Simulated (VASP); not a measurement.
# ZrNb2N4 (Pmm2) in VASP: single point with PBE

Aim: the single point of ZrNb2N4 with PBE.

All numbers are computed with VASP 6.6.1; they aren't measurements. Logs are shortened: lines on timing, memory, paths and dates and some standing lists are left out, and cuts for length are marked.

## 1. The cell of the first run

Symmetry: Pmm2, No. 25, orthorhombic system. The conventional cell has a = 3.660 Å, b = 4.288 Å, c = 6.359 Å, α = 90.00°, β = 90.00°, γ = 90.00°. Zr (site symmetry mm2) has 5 N at 2.06 to 2.26 Å within 2.7 Å. Within 2.7 Å of Nb (site symmetry mm2) lie 5 N at 2.03 to 2.15 Å. Nb (site symmetry mm2) has 5 N at 1.93 to 2.14 Å within 2.6 Å. Within 2.7 Å of N (site symmetry mm2) lie 2 Nb at 2.03 Å and 2 Zr at 2.20 Å. N (site symmetry mm2) has 3 Nb at 1.93 to 2.15 Å within 2.6 Å. Within 2.8 Å of N (site symmetry mm2) lie 3 Nb at 2.11 to 2.14 Å and 2 Zr at 2.26 Å. N (site symmetry mm2) has 2 Nb at 2.03 Å and 1 Zr at 2.06 Å within 2.7 Å.

## 2. Single point, PBE

File INCAR:

```
SYSTEM = ZrNb2N4
ALGO     = Normal         ! electronic algorithm
EDIFF    = 1E-6           ! SCF threshold, eV
ENCUT    = 520            ! plane-wave cutoff, eV
GGA      = PE             ! functional
ISIF     = 2              ! what is computed and relaxed
ISMEAR   = 0              ! smearing method
LASPH    = .True.         ! aspherical terms in the spheres
LCHARG   = .False.        ! write CHGCAR
LREAL    = .False.        ! projectors in reciprocal space
LWAVE    = .False.        ! write WAVECAR
NBANDS   = 38             ! bands
NELM     = 100            ! most SCF steps
PREC     = Accurate       ! precision mode
SIGMA    = 0.1            ! smearing width, eV
```

File KPOINTS:

```
k-points
0
Gamma
  8 8 6
  0 0 0
```

File POSCAR:

```
ZrNb2N4
1.0
    3.6602836027      0.0000000000      0.0000000000
    0.0000000000      4.2884205278      0.0000000000
    0.0000000000      0.0000000000      6.3589911223
Zr Nb N
1 2 4
Direct
    0.0000000000      0.0000000000      0.6337465248
    0.5000000000      0.0000000000      0.1731221955
    0.5000000000      0.5000000000      0.8473997433
    0.0000000000      0.5000000000      0.7099340976
    0.5000000000      0.5000000000      0.1515134382
    0.5000000000      0.0000000000      0.8414910383
    0.0000000000      0.0000000000      0.3094439422
```

Potentials or basis: VASP PAW PBE potentials, release 64 (Zr_sv, Nb_sv, N).

Run with:

```bash
cat potpaw_PBE.64/Zr_sv/POTCAR potpaw_PBE.64/Nb_sv/POTCAR potpaw_PBE.64/N/POTCAR > POTCAR
mpirun -np 1 vasp_std > vasp.out
```

OUTCAR:

```text
SYSTEM = ZrNb2N4
   EDIFF = 1E-6
   ENCUT = 520
   GGA = PE
   ISIF = 2
   ISMEAR = 0
   LASPH = .True.
   LREAL = .False.
   NELM = 100
   PREC = Accurate

 ion  position               nearest neighbor table
   1  0.000  0.000  0.634-   7 2.06   4 2.20   4 2.20   6 2.26   6 2.26   3 3.13   3 3.13   3 3.13
                             3 3.13   2 3.45   2 3.45
   2  0.500  0.000  0.173-   7 2.03   7 2.03   6 2.11   5 2.15   5 2.15   3 2.98   3 2.98   1 3.45
                             1 3.45
   3  0.500  0.500  0.847-   5 1.93   4 2.03   4 2.03   6 2.14   6 2.14   2 2.98   2 2.98   1 3.13
                             1 3.13   1 3.13   1 3.13
   4  0.000  0.500  0.710-   3 2.03   3 2.03   1 2.20   1 2.20
   5  0.500  0.500  0.152-   3 1.93   2 2.15   2 2.15
   6  0.500  0.000  0.841-   2 2.11   3 2.14   3 2.14   1 2.26   1 2.26
   7  0.000  0.000  0.309-   2 2.03   2 2.03   1 2.06

  LATTYP: Found a simple orthorhombic cell.
 ALAT       =     3.6602836027
 B/A-ratio  =     1.1716088132
 C/A-ratio  =     1.7372946505

  Lattice vectors:

 A1 = (   3.6602836027,   0.0000000000,   0.0000000000)
 A2 = (   0.0000000000,   4.2884205278,   0.0000000000)
 A3 = (   0.0000000000,   0.0000000000,   6.3589911223)

Analysis of symmetry for initial positions (statically):
=====================================================================
 Subroutine PRICEL returns:
 Original cell was already a primitive cell.

 Routine SETGRP: Setting up the symmetry group for a
 simple orthorhombic supercell.

 Subroutine GETGRP returns: Found  4 space group operations
 (whereof  4 operations were pure point group operations)
 out of a pool of  8 trial point group operations.

The static configuration has the point symmetry C_2v.

Analysis of symmetry for dynamics (positions and initial velocities):
=====================================================================
 Subroutine PRICEL returns:
 Original cell was already a primitive cell.

 Routine SETGRP: Setting up the symmetry group for a
 simple orthorhombic supercell.

 Subroutine GETGRP returns: Found  4 space group operations
 (whereof  4 operations were pure point group operations)
 out of a pool of  8 trial point group operations.

The dynamic configuration has the point symmetry C_2v.

 Subroutine INISYM returns: Found  4 space group operations
 (whereof  4 operations are pure point group operations),
 and found     1 'primitive' translations

----------------------------------------------------------------------------------------

                                     Primitive cell

  volume of cell :      99.8160

  direct lattice vectors                    reciprocal lattice vectors
     3.660283603  0.000000000  0.000000000     0.273202874  0.000000000  0.000000000
     0.000000000  4.288420528  0.000000000     0.000000000  0.233186086  0.000000000
     0.000000000  0.000000000  6.358991122     0.000000000  0.000000000  0.157257650

  length of vectors
     3.660283603  4.288420528  6.358991122     0.273202874  0.233186086  0.157257650

  position of ions in fractional coordinates (direct lattice)
     0.000000000  0.000000000  0.633746525
     0.500000000  0.000000000  0.173122195
     0.500000000  0.500000000  0.847399743
     0.000000000  0.500000000  0.709934098
     0.500000000  0.500000000  0.151513438
     0.500000000  0.000000000  0.841491038
     0.000000000  0.000000000  0.309443942

  ion indices of the primitive-cell ions
   primitive index   ion index
                 1           1
                 2           2
                 3           3
                 4           4
                 5           5
                 6           6
                 7           7

----------------------------------------------------------------------------------------

 KPOINTS: k-points

Automatic generation of k-mesh.
 Grid dimensions read from file:
 generate k-points for:    8    8    6

 Generating k-lattice:

  Cartesian coordinates                     Fractional coordinates (reciprocal lattice)
     0.034150359  0.000000000  0.000000000     0.125000000  0.000000000  0.000000000
     0.000000000  0.029148261  0.000000000     0.000000000  0.125000000  0.000000000
     0.000000000  0.000000000  0.026209608     0.000000000  0.000000000  0.166666667

  Length of vectors
     0.034150359  0.029148261  0.026209608

  Shift w.r.t. Gamma in fractional coordinates (k-lattice)
     0.000000000  0.000000000  0.000000000

 Subroutine IBZKPT returns following result:
 ===========================================

 Found    100 irreducible k-points:

 Following reciprocal coordinates:
            Coordinates               Weight
  0.000000  0.000000  0.000000      1.000000
  0.125000  0.000000  0.000000      2.000000
  0.250000  0.000000  0.000000      2.000000
  0.375000  0.000000  0.000000      2.000000
  0.500000  0.000000  0.000000      1.000000
  0.000000  0.125000  0.000000      2.000000
[... 16 lines left out ...]
  0.250000  0.500000  0.000000      2.000000
  0.375000  0.500000  0.000000      2.000000
 [... further k-points ...]
   k-points           NKPTS =    100   k-points in BZ     NKDIM =    100   number of bands    NBANDS=     38
   number of dos      NEDOS =    301   number of ions     NIONS =      7
   total plane-waves  NPLWV =  43008
   dimension x,y,z NGX =    28 NGY =   32 NGZ =   48
   dimension x,y,z NGXF=    56 NGYF=   64 NGZF=   96
   ions per type =               1   2   4
   NGX,Y,Z   is equivalent  to a cutoff of  12.72, 12.41, 12.55 a.u.
   NGXF,Y,Z  is equivalent  to a cutoff of  25.43, 24.81, 25.10 a.u.
 SYSTEM =  ZrNb2N4
   PREC   = accura    normal or accurate (medium, high low for compatibility)
   ISTART =      0    job   : 0-new  1-cont  2-samecut
   ICHARG =      2    charge: 1-file 2-atom 10-const
   ISPIN  =      1    spin polarized calculation?
   LNONCOLLINEAR =      F non collinear calculations
   LSORBIT =      F    spin-orbit coupling
   LASPH  =      T    aspherical Exc in radial PAW
   ENCUT  =  520.0 eV  38.22 Ry    6.18 a.u.   6.81  7.97 11.82*2*pi/ulx,y,z
   NELM   =    100;   NELMIN=  2; NELMDL= -5     # of ELM steps
   EDIFF  = 0.1E-05   stopping-criterion for ELM
   LREAL  =      F    real-space projection
   EDIFFG = 0.1E-04   stopping-criterion for IOM
   NSW    =      0    number of steps for IOM
   IBRION =     -1    ionic relax: 0-MD 1-quasi-New 2-CG
   NFREE  =      0    steps in history (QN), initial steepest desc. (CG)
   ISIF   =      2    stress and relaxation
   ISYM   =      2    0-nonsym 1-usesym 2-fastsym
   POTIM  = 0.5000    time-step for ionic-motion
   TEBEG  =    0.0;   TEEND  =   0.0 temperature during run
   PSTRESS=    0.0 pullay stress
   NELECT =      58.0000    total number of electrons
   NUPDOWN=      -1.0000    fix difference up-down
   EMIN   =  10.00;   EMAX   =-10.00  energy-range for DOS
   EFERMI =   0.00;   METHOD = LEGACY
   ISMEAR =     0;   SIGMA  =   0.10  broadening in eV -4-tet -1-fermi 0-gaus
   EFERMI_NEDOS =   21; number of points for ismear=-14 and -15
   IALGO  =     38    algorithm
   IMIX   =      4    mixing-type and parameters
     AMIX     =   0.40;   BMIX     =  1.00
     AMIX_MAG =   1.60;   BMIX_MAG =  1.00
  volume/ion in A,a.u.               =      14.26        96.23
  Fermi-wavevector in a.u.,A,eV,Ry     =   1.366105  2.581564 25.391773  1.866243
  Thomas-Fermi vector in A             =   2.492275
   LORBIT       =      0    0 simple, 1 ext, 2 COOP (PROOUT), +10 PAW based schemes
   GGA     = PE    functional components
   LHFCALC =     F    Hartree Fock is set to
   AEXX    =    0.0000 exact exchange contribution
   IVDW    =     0    specifies the selected vdW correction
   LEPSILON=     F    determine dielectric tensor
   LRPA    =     F    only Hartree local field effects (RPA)
 non-spin polarized calculation
 Gauss-broadening in eV      SIGMA  =   0.10
  energy-cutoff  :      520.00
  volume of cell :       99.82
 maximum number of plane-waves:      2720
 NGX is ok and might be reduce to    28
   NGX = 13   NGY = 15   NGZ = 23

 number of electron      57.9999995 magnetization

 Free energy of the ion-electron system (eV)
  ---------------------------------------------------
  ext. energy  EPLUGINS =         0.00000000
  ---------------------------------------------------
  free energy    TOTEN  =       -69.58955267 eV

  energy without entropy =      -69.57844946  energy(sigma->0) =      -69.58400107

 E-fermi :   7.7861     XC(G=0): -10.8847

 val. band max:        7.7808087077   @ k =   0.5000   0.1250   0.3333
 cond. band min:       7.7968924264   @ k =   0.1250   0.2500   0.3333
 fundamental gap:      0.0160837186
 Fermi energy:         7.7861479784

 k-point     1 :       0.0000    0.0000    0.0000
  band No.  band energies     occupation
      1     -48.2257      2.00000
      2     -47.9843      2.00000
      3     -41.5142      2.00000
      4     -24.4987      2.00000
      5     -24.4105      2.00000
      6     -24.2859      2.00000
[... 30 lines left out ...]
     37      11.1128      0.00000
     38      11.3952      0.00000

 k-point     2 :       0.1250    0.0000    0.0000
  band No.  band energies     occupation
      1     -48.2247      2.00000
      2     -47.9833      2.00000
      3     -41.5127      2.00000
      4     -24.4968      2.00000
      5     -24.4082      2.00000
      6     -24.3095      2.00000
[... 30 lines left out ...]
     37      11.1149      0.00000
     38      11.4805      0.00000

 k-point     3 :       0.2500    0.0000    0.0000
  band No.  band energies     occupation
      1     -48.2224      2.00000
      2     -47.9807      2.00000
      3     -41.5091      2.00000
      4     -24.4919      2.00000
      5     -24.4027      2.00000
      6     -24.3661      2.00000
[... 30 lines left out ...]
     37      11.3535      0.00000
[... 781 lines left out ...]
 k-point    23 :       0.2500    0.5000    0.0000
  band No.  band energies     occupation
      1     -48.2161      2.00000
      2     -47.9856      2.00000
      3     -41.5077      2.00000
      4     -24.5893      2.00000
      5     -24.4937      2.00000
      6     -24.3559      2.00000
[... 30 lines left out ...]
     37      11.7501      0.00000
     38      11.8397      0.00000

 k-point    24 :       0.3750    0.5000    0.0000
  band No.  band energies     occupation
      1     -48.2138      2.00000
      2     -47.9831      2.00000
      3     -41.5037      2.00000
      4     -24.5826      2.00000
      5     -24.4874      2.00000
      6     -24.4118      2.00000
[... 30 lines left out ...]
     37      11.8145      0.00000
     38      11.9336      0.00000

 [... further k-points ...]
[... 5 lines left out ...]
  --------------------------------------------------------------------------------------
  -------------------------------------------------------------------------------------
  Total       -0.1581713     -0.1533266     -0.1016599      0.0000000      0.0000000      0.0000000
  in kB       -2.5388546     -2.4610922     -1.6317745      0.0000000      0.0000000      0.0000000
  external PRESSURE =      -2.2105738 kB  Pullay stress =       0.0000000 kB

 VOLUME and BASIS-vectors are now :
 -----------------------------------------------------------------------------
  energy-cutoff  :      520.00
  volume of cell :       99.82
      direct lattice vectors                 reciprocal lattice vectors
     3.660283603  0.000000000  0.000000000     0.273202874  0.000000000  0.000000000
     0.000000000  4.288420528  0.000000000     0.000000000  0.233186086  0.000000000
     0.000000000  0.000000000  6.358991122     0.000000000  0.000000000  0.157257650

 POSITION                                       TOTAL-FORCE (eV/Angst)
 -----------------------------------------------------------------------------------
      0.00000      0.00000      4.02999         0.000000      0.000000     -0.001716
      1.83014      0.00000      1.10088         0.000000      0.000000     -0.008103
      1.83014      2.14421      5.38861         0.000000      0.000000      0.001927
      0.00000      2.14421      4.51446         0.000000      0.000000      0.027244
      1.83014      2.14421      0.96347         0.000000      0.000000     -0.011617
      1.83014      0.00000      5.35103         0.000000      0.000000      0.024358
      0.00000      0.00000      1.96775         0.000000      0.000000     -0.032093
 -----------------------------------------------------------------------------------
    total drift:                                0.000000     -0.000000     -0.000274

  FREE ENERGIE OF THE ION-ELECTRON SYSTEM (eV)
  ---------------------------------------------------
  free  energy   TOTEN  =       -69.5895526703 eV

  energy  without entropy=      -69.5784494623  energy(sigma->0) =      -69.58400107
```

It took 5.4 min on 1 thread of Intel Xeon 6975P-C, shared host; peak memory 0.43 GiB.

What came out:

| Property | Result |
| --- | --- |
| Free energy | -69.5896 eV |
| Pressure | -0.2 GPa |
| Largest force | 0.032 eV/Å |
| Band gap on the k mesh | zero (band 29 reaches 9.31 eV, above the bottom of band 30 at 7.21 eV) |

Forces in eV/Å, atoms in the order of the input:
```
Zr   0.000  0.000 -0.002
Nb   0.000  0.000 -0.008
Nb   0.000  0.000  0.002
N    0.000  0.000  0.027
N    0.000  0.000 -0.012
N    0.000  0.000  0.024
N    0.000  0.000 -0.032
```

Stress tensor (GPa, compression positive):
```
-0.25  0.00  0.00
 0.00 -0.25  0.00
 0.00  0.00 -0.16
```
